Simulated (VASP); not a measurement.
# H2CO in VASP: further runs

Runs on H2CO. Level: PBE+D3(BJ). Tasks: single point.

Program: VASP 6.6.1. These are calculated values, not measurements. Logs are shortened: lines on timing, memory, paths and dates and some standing lists are left out, and cuts for length are marked.

## 1. The cell of the first run

The cell holds a disordered packing, 32 atoms: a = 7.601 Å, b = 7.601 Å, c = 7.601 Å, α = 90.00°, β = 90.00°, γ = 90.00°.

## 2. Single point, PBE+D3(BJ)

File INCAR:

```
  PREC = Accurate
  ENCUT = 1000
  EDIFF = 1E-6
  ISMEAR = -1
  SIGMA = 0.02
  LREAL = Auto
  LASPH = T
  NELM = 120
  ALGO = Normal
  ISIF = 2
  LWAVE = F
  LCHARG = F
  GGA = PE
  IVDW = 12
  NBANDS = 70
  GGA_COMPAT = F
```

File KPOINTS:

```
Automatic mesh
0
Gamma
  1 1 1
```

File POSCAR:

```
H2CO
1.0
    7.6012920000      0.0000000000      0.0000000000
    0.0000000000      7.6012920000      0.0000000000
    0.0000000000      0.0000000000      7.6012920000
O C H
8 8 16
Direct
    0.9867006819      0.9570083612      1.0183795071
   -0.0365990413      0.4459636599      0.2790578233
    0.5698110269      0.3438231290      0.5951093577
    0.5246081850      0.5848874112      0.0980096541
    0.2712696736      1.0919985708      0.7118526693
    0.6038841818      0.0699486350      1.0936035611
    0.2189364650      0.6302218097      0.7336121280
    0.7002099117      0.7631071139      0.5212929591
    0.9439711039      0.9211065698      0.8678261538
   -0.0121952952      0.2897796848      0.2394724476
    0.6017529652      0.3665955735      0.4413197125
    0.5736130121      0.6983418082     -0.0020785940
    0.3366664509      0.9983171282      0.6068442049
    0.5580104014      0.1534607538      0.9701245525
    0.2401039192      0.5136889887      0.6309979935
    0.7819328609      0.8141905350      0.3962615829
    0.9111608921      1.0271148642      0.7666854529
    0.9500095510      0.7823801533      0.8191370625
    0.0223383078      0.1940854265      0.3413367096
   -0.0254430431      0.2375911884      0.1007591867
    0.5598127266      0.4796947677      0.3705028040
    0.6615717433      0.2661652782      0.3551106838
    0.7160230129      0.7181805409     -0.0388881259
    0.4785107584      0.7989562827     -0.0555958119
    0.2731903997      0.9418925099      0.4899693368
    0.4707226087      0.9432343870      0.6163952128
    0.5123734228      0.2971863204      0.9860692103
    0.5808617798      0.1149936090      0.8315691596
    0.2521018795      0.5192275208      0.4887458606
    0.2672308865      0.3660956585      0.6737407272
    0.8161770394      0.9642834402      0.3787777131
    0.8293063863      0.7337305290      0.2866881051
```

Potentials or basis: VASP PAW PBE potentials, release 64 (O_h, C_h, H_h).

Launch:

```sh
cat potpaw_PBE.64/O_h/POTCAR potpaw_PBE.64/C_h/POTCAR potpaw_PBE.64/H_h/POTCAR > POTCAR
mpirun -np 1 vasp_gam > vasp.out
```

OUTCAR:

```text
PREC = Accurate
   ENCUT = 1000
   EDIFF = 1E-6
   ISMEAR = -1
   LREAL = Auto
   LASPH = T
   NELM = 120
   ISIF = 2
   GGA = PE
   IVDW = 12
 IVDW          = 12

 ion  position               nearest neighbor table
   1  0.987  0.957  0.018-   9 1.22
   2  0.963  0.446  0.279-  10 1.24
   3  0.570  0.344  0.595-  11 1.21
   4  0.525  0.585  0.098-  12 1.21
   5  0.271  0.092  0.712-  13 1.18
   6  0.604  0.070  0.094-  14 1.19
   7  0.219  0.630  0.734-  15 1.19
   8  0.700  0.763  0.521-  16 1.20
   9  0.944  0.921  0.868-  18 1.12  17 1.14   1 1.22
  10  0.988  0.290  0.239-  19 1.09  20 1.13   2 1.24
  11  0.602  0.367  0.441-  21 1.06  22 1.10   3 1.21
  12  0.574  0.698  0.998-  23 1.13  24 1.13   4 1.21
  13  0.337  0.998  0.607-  25 1.10  26 1.10   5 1.18
  14  0.558  0.153  0.970-  28 1.11  27 1.15   6 1.19
  15  0.240  0.514  0.631-  29 1.09  30 1.19   7 1.19
  16  0.782  0.814  0.396-  32 1.09  31 1.18   8 1.20
  17  0.911  0.027  0.767-   9 1.14
  18  0.950  0.782  0.819-   9 1.12
  19  0.022  0.194  0.341-  10 1.09
  20  0.975  0.238  0.101-  10 1.13
  21  0.560  0.480  0.371-  11 1.06
  22  0.662  0.266  0.355-  11 1.10
[... 8 lines left out ...]
  31  0.816  0.964  0.379-  16 1.18
  32  0.829  0.734  0.287-  16 1.09

  LATTYP: Found a simple cubic cell.
 ALAT       =     7.6012920000

  Lattice vectors:

 A1 = (   7.6012920000,   0.0000000000,   0.0000000000)
 A2 = (   0.0000000000,   7.6012920000,   0.0000000000)
 A3 = (   0.0000000000,   0.0000000000,   7.6012920000)

Analysis of symmetry for initial positions (statically):
=====================================================================
 Subroutine PRICEL returns:
 Original cell was already a primitive cell.

 Routine SETGRP: Setting up the symmetry group for a
 simple cubic supercell.

 Subroutine GETGRP returns: Found  1 space group operations
 (whereof  1 operations were pure point group operations)
 out of a pool of 48 trial point group operations.

The static configuration has the point symmetry C_1 .

Analysis of symmetry for dynamics (positions and initial velocities):
=====================================================================
 Subroutine PRICEL returns:
 Original cell was already a primitive cell.

 Routine SETGRP: Setting up the symmetry group for a
 simple cubic supercell.

 Subroutine GETGRP returns: Found  1 space group operations
 (whereof  1 operations were pure point group operations)
 out of a pool of 48 trial point group operations.

The dynamic configuration has the point symmetry C_1 .

 Subroutine INISYM returns: Found  1 space group operations
 (whereof  1 operations are pure point group operations),
 and found     1 'primitive' translations

----------------------------------------------------------------------------------------

                                     Primitive cell

  volume of cell :     439.1999

  direct lattice vectors                    reciprocal lattice vectors
     7.601292000  0.000000000  0.000000000     0.131556583  0.000000000  0.000000000
     0.000000000  7.601292000  0.000000000     0.000000000  0.131556583  0.000000000
     0.000000000  0.000000000  7.601292000     0.000000000  0.000000000  0.131556583

  length of vectors
     7.601292000  7.601292000  7.601292000     0.131556583  0.131556583  0.131556583

  position of ions in fractional coordinates (direct lattice)
     0.986700682  0.957008361  0.018379507
     0.963400959  0.445963660  0.279057823
     0.569811027  0.343823129  0.595109358
     0.524608185  0.584887411  0.098009654
     0.271269674  0.091998571  0.711852669
     0.603884182  0.069948635  0.093603561
[... 24 lines left out ...]
     0.816177039  0.964283440  0.378777713
     0.829306386  0.733730529  0.286688105

  ion indices of the primitive-cell ions
   primitive index   ion index
                 1           1
                 2           2
                 3           3
                 4           4
                 5           5
                 6           6
[... 24 lines left out ...]
[... 48 lines left out ...]
   TEBEG  =    0.0;   TEEND  =   0.0 temperature during run
   PSTRESS=    0.0 pullay stress
   NELECT =      96.0000    total number of electrons
   NUPDOWN=      -1.0000    fix difference up-down
   EMIN   =  10.00;   EMAX   =-10.00  energy-range for DOS
   EFERMI =   0.00;   METHOD = LEGACY
   ISMEAR =    -1;   SIGMA  =   0.02  broadening in eV -4-tet -1-fermi 0-gaus
   EFERMI_NEDOS =   21; number of points for ismear=-14 and -15
   IALGO  =     38    algorithm
   IMIX   =      4    mixing-type and parameters
     AMIX     =   0.40;   BMIX     =  1.00
     AMIX_MAG =   1.60;   BMIX_MAG =  1.00
  volume/ion in A,a.u.               =      13.72        92.62
  Fermi-wavevector in a.u.,A,eV,Ry     =   0.986153  1.863560 13.231647  0.972499
  Thomas-Fermi vector in A             =   2.117513
   LORBIT       =      0    0 simple, 1 ext, 2 COOP (PROOUT), +10 PAW based schemes
   GGA     = PE    functional components
   LHFCALC =     F    Hartree Fock is set to
   AEXX    =    0.0000 exact exchange contribution
   IVDW    =    12    specifies the selected vdW correction
   LEPSILON=     F    determine dielectric tensor
   LRPA    =     F    only Hartree local field effects (RPA)
 non-spin polarized calculation
  energy-cutoff  :     1000.00
  volume of cell :      439.20
 maximum number of plane-waves:     15732
 NGX is ok and might be reduce to    80
   NGX = 39   NGY = 39   NGZ = 39

 number of electron      95.9999995 magnetization

 Free energy of the ion-electron system (eV)
  ---------------------------------------------------
  ext. energy  EPLUGINS =         0.00000000
  ---------------------------------------------------
  free energy    TOTEN  =      -178.32789330 eV

  energy without entropy =     -178.32789330  energy(sigma->0) =     -178.32789330

 E-fermi :  -1.9328     XC(G=0):  -6.4252

 val. band max:       -2.4361081121   @ k =   0.0000   0.0000   0.0000
 cond. band min:       0.5511233686   @ k =   0.0000   0.0000   0.0000
 fundamental gap:      2.9872314807
 Fermi energy:        -1.9328218653

 k-point     1 :       0.0000    0.0000    0.0000
  band No.  band energies     occupation
      1     -23.7730      2.00000
      2     -23.6798      2.00000
      3     -23.4865      2.00000
      4     -23.4202      2.00000
      5     -23.2126      2.00000
      6     -23.1212      2.00000
[... 52 lines left out ...]
     59       4.0936      0.00000
     60       4.5982      0.00000
 [bands above 60 left out]

------------------------ aborting loop because EDIFF is reached ----------------------------------------

 Edisp (eV)   -1.32453

 E8    (eV) :    -0.3089

  FORCE on cell =-STRESS in cart. coord.  units (eV):
  Direction    XX          YY          ZZ          XY          YZ          ZX
  --------------------------------------------------------------------------------------
  -------------------------------------------------------------------------------------
  Total       1.99510    -0.55722     5.36665    -1.15683    -0.39079    -1.02625
  in kB       7.27802    -2.03272    19.57726    -4.22005    -1.42558    -3.74371
  external pressure =        8.27 kB  Pullay stress =        0.00 kB

 VOLUME and BASIS-vectors are now :
 -----------------------------------------------------------------------------
  energy-cutoff  :     1000.00
  volume of cell :      439.20
      direct lattice vectors                 reciprocal lattice vectors
     7.601292000  0.000000000  0.000000000     0.131556583  0.000000000  0.000000000
     0.000000000  7.601292000  0.000000000     0.000000000  0.131556583  0.000000000
     0.000000000  0.000000000  7.601292000     0.000000000  0.000000000  0.131556583

 POSITION                                       TOTAL-FORCE (eV/Angst)
 -----------------------------------------------------------------------------------
      7.50020      7.27450      0.13971        -0.349309     -0.159593     -0.671161
      7.32309      3.38990      2.12120         0.363801     -1.523024     -0.410078
      4.33130      2.61350      4.52360         0.155461     -0.147117      0.779020
      3.98770      4.44590      0.74500         0.047683     -0.401856      0.024241
      2.06200      0.69931      5.41100        -1.481075      1.890020      1.812336
      4.59030      0.53170      0.71151         0.311017     -1.588099      1.951889
[... 24 lines left out ...]
      6.20400      7.32980      2.87920        -0.237490     -1.176767      0.239215
      6.30380      5.57730      2.17920         0.090917     -0.578827     -0.180223
 -----------------------------------------------------------------------------------
    total drift:                               -0.002680      0.003308      0.003043

  FREE ENERGIE OF THE ION-ELECTRON SYSTEM (eV)
  ---------------------------------------------------
  free  energy   TOTEN  =      -179.6524274491 eV

  energy  without entropy=     -179.6524274491  energy(sigma->0) =     -179.65242745
```

Run time: 2.3 min. Hardware: 1 thread of Intel Xeon Platinum 8175M at 2.50GHz (Skylake/Cascade Lake), shared host; peak memory 0.92 GiB.

Results:

```
Free energy                : -179.6524 eV
Pressure                   : 0.8 GPa
Largest force              : 3.814 eV/Å
Band gap on the k mesh     : 2.99 eV
Dispersion energy per atom : -0.041 eV
```

Forces in eV/Å, atoms in the order of the input:
```
O   -0.349 -0.160 -0.671
O    0.364 -1.523 -0.410
O    0.155 -0.147  0.779
O    0.048 -0.402  0.024
O   -1.481  1.890  1.812
O    0.311 -1.588  1.952
O   -0.306  1.475  0.552
O   -0.301 -0.467  0.511
C    0.725  0.344  0.075
C   -0.506  1.908 -0.579
C   -0.072 -0.950 -0.242
C   -0.104  1.049 -0.183
C    1.546 -2.565 -1.629
C   -0.079  2.890 -1.577
C    1.094 -3.635  0.363
C    0.550  2.262 -0.566
H   -0.017 -0.522  0.546
H   -0.175  0.269 -0.010
H    0.178 -0.490  0.367
H    0.103  0.299  0.670
H   -0.282  1.445 -0.554
H    0.299 -0.439  0.074
H   -0.467 -0.298  0.051
H    0.310 -0.478 -0.042
H   -0.799  0.193 -0.536
H    0.507  0.235  0.328
H   -0.057 -0.877 -0.103
H   -0.208 -0.340 -0.129
H   -0.187  0.877 -0.962
H   -0.652  1.498  0.032
H   -0.237 -1.177  0.239
H    0.091 -0.579 -0.180
```

Stress tensor (GPa, compression positive):
```
 0.73 -0.42 -0.37
-0.42 -0.20 -0.14
-0.37 -0.14  1.96
```

Levels at points of the mesh, in eV from the valence-band top:
```csv
k point,band 46,band 47,band 48,band 49,band 50,band 51
"(0.00, 0.00, 0.00)",-0.20,-0.11,0.00,2.99,3.20,3.25
```

Caveat: the k points lie up to 0.83 Å⁻¹ apart, too coarse for converged energies, forces and pressures; the atoms stand as in a frame of molecular dynamics.

## 3. Single point, PBE+D3(BJ)

File INCAR:

```
PREC = Accurate
ENCUT = 1000
EDIFF = 1E-6
ISMEAR = -1
SIGMA = 0.02
LREAL = Auto
LASPH = True
NELM = 120
ALGO = Normal
ISIF = 2
LWAVE = False
LCHARG = False
GGA = PE
IVDW = 12
NBANDS = 70
GGA_COMPAT = False
```

KPOINTS is that of step 2.

File POSCAR:

```
H2CO
1.0
    7.6012920000      0.0000000000      0.0000000000
    0.0000000000      7.6012920000      0.0000000000
    0.0000000000      0.0000000000      7.6012920000
O C H
8 8 16
Direct
    0.9063425193      0.8473674043      0.9902157794
    0.0179913194      0.4251346203      0.2652320175
    0.5628940750      0.3405632304      0.6190404696
    0.5348979047      0.6051420163      0.1037713807
    0.2978255992      1.0242121405      0.6931506918
    0.5471274327      0.1074370484      1.1440529521
    0.2206575890      0.6081462875      0.7393098482
    0.6903059369      0.7871153493      0.5201638291
    0.9816841870      0.9575995152      0.9027530986
    0.0385879178      0.2694255144      0.2387799873
    0.6223151393      0.3534391019      0.4714024632
    0.5399421662      0.6846425343     -0.0350548467
    0.3340576003      0.9670793402      0.5484757152
    0.5677149889      0.1840807039      1.0048252505
    0.2212657767      0.4899612156      0.6321676045
    0.7669608451      0.8066240679      0.3810076279
    1.0867298760      1.0444169121      0.9580426619
    0.9499726625      0.9813000780      0.7615076746
   -0.0720049879      0.1821061544      0.1977971571
    0.1689490548      0.2036329858      0.2554341311
    0.5688117356      0.4470741569      0.3731827607
    0.7351887467      0.2710728122      0.4283484697
    0.5049634599      0.8265052771     -0.0419406425
    0.5756867816      0.6195654482     -0.1610624879
    0.3875035762      1.0519347478      0.4410454159
    0.3161950167      0.8266064195      0.5109108249
    0.5657655711      0.3302199530      0.9978919997
    0.5881003183      0.1118727657      0.8790839725
    0.2625611783      0.5110893051      0.4930859936
    0.1754883545      0.3552313613      0.6676003294
    0.7709414924      0.9355323429      0.3105510419
    0.8389280661      0.6981997896      0.3147342285
```

Potentials or basis: VASP PAW PBE potentials, release 64 (O_h, C_h, H_h).

Launch:

```sh
cat potpaw_PBE.64/O_h/POTCAR potpaw_PBE.64/C_h/POTCAR potpaw_PBE.64/H_h/POTCAR > POTCAR
mpirun -np 1 vasp_gam > vasp.out
```

Wall time 2.5 min (1 thread of AMD EPYC 7R13 (Zen 3), shared host); peak memory 0.88 GiB.

It converged, with:

```yaml
Free_energy: -180.3063 eV
Pressure: -0.3 GPa
Largest_force: 0.289 eV/Å
Band_gap_on_the_k_mesh: 2.64 eV
Dispersion_energy_per_atom: -0.041 eV
```

Forces on the atoms (eV/Å):
```
O    0.120  0.240 -0.107
O   -0.002 -0.028  0.012
O   -0.049 -0.023  0.071
O    0.033 -0.013 -0.036
O   -0.035 -0.047 -0.144
O   -0.025 -0.003  0.033
O   -0.012  0.020  0.031
O    0.015  0.096 -0.147
C   -0.089 -0.088  0.020
C    0.051 -0.052  0.010
C    0.008  0.064  0.003
C   -0.094  0.028  0.000
C    0.129 -0.040 -0.229
C   -0.062  0.036 -0.073
C   -0.016  0.078  0.073
C    0.041 -0.046  0.051
H   -0.032 -0.100 -0.020
H   -0.010 -0.082  0.053
H   -0.003  0.032  0.004
H    0.000  0.049 -0.019
H    0.012 -0.022 -0.033
H   -0.014 -0.011 -0.033
H    0.064 -0.005 -0.020
H    0.036  0.039  0.032
H    0.024  0.067  0.138
H   -0.071  0.018  0.216
H    0.005  0.010  0.036
H   -0.002 -0.017  0.025
H    0.004 -0.022  0.015
H    0.084 -0.090 -0.085
H   -0.091 -0.050  0.092
H   -0.018 -0.039  0.033
```

Stress tensor (GPa, compression positive):
```
-0.34  0.03 -0.04
 0.03 -0.20 -0.05
-0.04 -0.05 -0.46
```

Levels at points of the mesh, in eV from the valence-band top:
```csv
k point,band 46,band 47,band 48,band 49,band 50,band 51
"(0.00, 0.00, 0.00)",-0.28,-0.11,0.00,2.64,2.95,3.17
```

Caveat: the k points lie up to 0.83 Å⁻¹ apart, too coarse for converged energies, forces and pressures.

## 4. Single point, PBE+D3(BJ)

File INCAR:

```
PREC = Accurate
ENCUT = 1000
EDIFF = 1E-6
ISMEAR = -1
SIGMA = 0.02
LREAL = Auto
LASPH = T
NELM = 120
ALGO = Normal
ISIF = 2
LWAVE = F
LCHARG = T
GGA = PE
IVDW = 12
LELF = T
LVHAR = T
NBANDS = 70
GGA_COMPAT = F
```

KPOINTS is that of step 3.

File POSCAR:

```
H2CO
1.0
    7.6012920000      0.0000000000      0.0000000000
    0.0000000000      7.6012920000      0.0000000000
    0.0000000000      0.0000000000      7.6012920000
O C H
8 8 16
Direct
    0.9314732285      0.8411991014      0.9962516898
   -0.0194177516      0.4299006011      0.2957786650
    0.5371455274      0.3401658560      0.6069626058
    0.5470254267      0.5797567045      0.0960889280
    0.3084212526      1.0189846673      0.7170886213
    0.5473016956      0.1001803378      1.1441081332
    0.2193179791      0.6229598863      0.7219167478
    0.7052222175      0.7718293153      0.4931135391
    0.9608366578      0.9577319224      0.8824420901
    0.0163656389      0.2814521531      0.2571668080
    0.6204208442      0.3802906138      0.4759585607
    0.5447231865      0.7064983163     -0.0023811741
    0.3400869221      0.9685458735      0.5696400033
    0.5954645605      0.1781144574      1.0087232539
    0.2090170987      0.4893904878      0.6308269699
    0.7948385617      0.8205710292      0.3708053841
    1.0385865982      1.0824212515      0.9183044146
    0.9252900691      0.9335518225      0.7405583156
   -0.0678568854      0.1958351291      0.1811797258
    0.1222029097      0.2030970524      0.3201297885
    0.5840717604      0.5000728823      0.4076543830
    0.7335463498      0.2978967260      0.4278088514
    0.6161715666      0.8314902256      0.0170365775
    0.4645920720      0.6997626193     -0.1142700478
    0.3197877413      1.0649900043      0.4646052276
    0.3886444568      0.8430540492      0.5198195254
    0.6273012535      0.3167487843      1.0135513805
    0.6084623509      0.1069555018      0.8805213640
    0.2342759626      0.5046378958      0.4759190938
    0.2210150590      0.3596888529      0.6949081814
    0.8452905111      0.9628100065      0.3521375050
    0.8308192870      0.7342567553      0.2618502223
```

Launch:

```sh
cat potpaw_PBE.64/O_h/POTCAR potpaw_PBE.64/C_h/POTCAR potpaw_PBE.64/H_h/POTCAR > POTCAR
mpirun -np 1 vasp_gam > vasp.out
```

Wall time 82 s (1 thread of AMD EPYC 9R45 (Zen 5), shared host); peak memory 0.86 GiB.

The run converged. Its results:

| Item | Value |
| --- | --- |
| Free energy | -179.2229 eV |
| Pressure | -0.2 GPa |
| Largest force | 3.311 eV/Å |
| Band gap on the k mesh | 2.37 eV |
| Dispersion energy per atom | -0.041 eV |

Forces in eV/Å, atoms in the order of the input:
```
O    0.476  2.454 -2.172
O    0.084  1.069 -0.236
O    0.279 -0.363  0.129
O    0.448  0.246  0.392
O    0.112 -0.748  0.736
O    0.441  0.831 -1.380
O   -0.799 -0.956 -0.587
O    0.141  0.404  0.221
C    0.385 -1.960  1.835
C    0.186 -1.049  1.053
C   -0.155 -0.538  0.589
C    0.414 -0.263  1.061
C   -0.319  1.254 -0.544
C   -0.570 -1.685  1.361
C    2.187  1.912 -0.898
C    0.080  0.752 -0.256
H   -0.694 -0.740 -0.367
H    0.029  0.291  0.539
H   -0.749 -0.262 -1.099
H    0.678  0.294  0.034
H    0.211  0.423 -0.740
H   -0.488  0.279  0.115
H    0.218 -0.154  0.403
H   -1.216  0.073 -1.897
H   -0.029  0.334 -0.789
H    0.203 -0.804  0.615
H    0.114  0.858 -0.094
H   -0.077  0.135  0.156
H   -0.788 -0.550  1.832
H   -0.592 -0.445 -0.255
H   -0.353 -0.710  0.486
H    0.142 -0.381 -0.242
```

Stress tensor (GPa, compression positive):
```
 0.53 -0.38  1.06
-0.38 -0.58  0.61
 1.06  0.61 -0.66
```

Levels at points of the mesh, in eV from the valence-band top:
```
           k point  band 45  band 46  band 47  band 48  band 49  band 50  band 51  band 52
(0.00, 0.00, 0.00)    -0.52    -0.33    -0.04     0.00     2.37     2.52     2.96     3.10
```

Caveat: the k points lie up to 0.83 Å⁻¹ apart, too coarse for converged energies, forces and pressures.

## 5. The runs side by side

| cell | gap on the mesh (eV) | pressure (GPa) | largest force (eV/Å) |
| --- | --- | --- | --- |
| as given, atomic positions A | 2.99 | 0.8 | 3.81 |
| as given, atomic positions B | 2.64 | -0.3 | 0.29 |
| as given, atomic positions C | 2.37 | -0.2 | 3.31 |

Alike in all rows: task single point; level PBE+D3(BJ); potentials or basis VASP PAW PBE potentials, release 64 (O_h, C_h, H_h); no spin polarisation; k mesh 1 × 1 × 1; cutoff (eV) 1000; smearing fermi-dirac 0.02 eV.

Caveats: all runs use coarse meshes; the atoms stand as in a frame of molecular dynamics (at least some runs).

Absolute energies hang on the potentials; compare differences alone.
